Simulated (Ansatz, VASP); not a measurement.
## Al in VASP and in Ansatz

```
Al
1.0
     0.00000    2.00737    2.00737
     2.00737    0.00000    2.00737
     2.00737    2.00737    0.00000
Al
1
Direct
  0.00000 0.00000 0.00000
```

Alike in both runs: functional PBEsol; k mesh 18 × 18 × 18; occupations gaussian, width 0.1 eV; no spin polarisation.

Ansatz relaxed the structure, and its values are those at the end. VASP's run is a single point on that final structure, the one shown.

```csv
,VASP,Ansatz
version,VASP 6.6.1,Ansatz 0.2.0
potentials or method,"VASP PAW PBE potentials, release 64 (Al), cutoff 520 eV","scalar-relativistic, plane waves, PAW"
valence electrons in the cell,3,3
```

|  | VASP | Ansatz | Ansatz less VASP |
| --- | --- | --- | --- |
| gap on the k mesh at the Fermi level (eV) | none | none | - |
| pressure (GPa) | 0.1 | 0.0 | -0.08 |

VASP's potentials were made for PBE, not for PBEsol, and Ansatz warns of the same on its side. A gap of «none» marks a metal or a gap that the smearing closes.
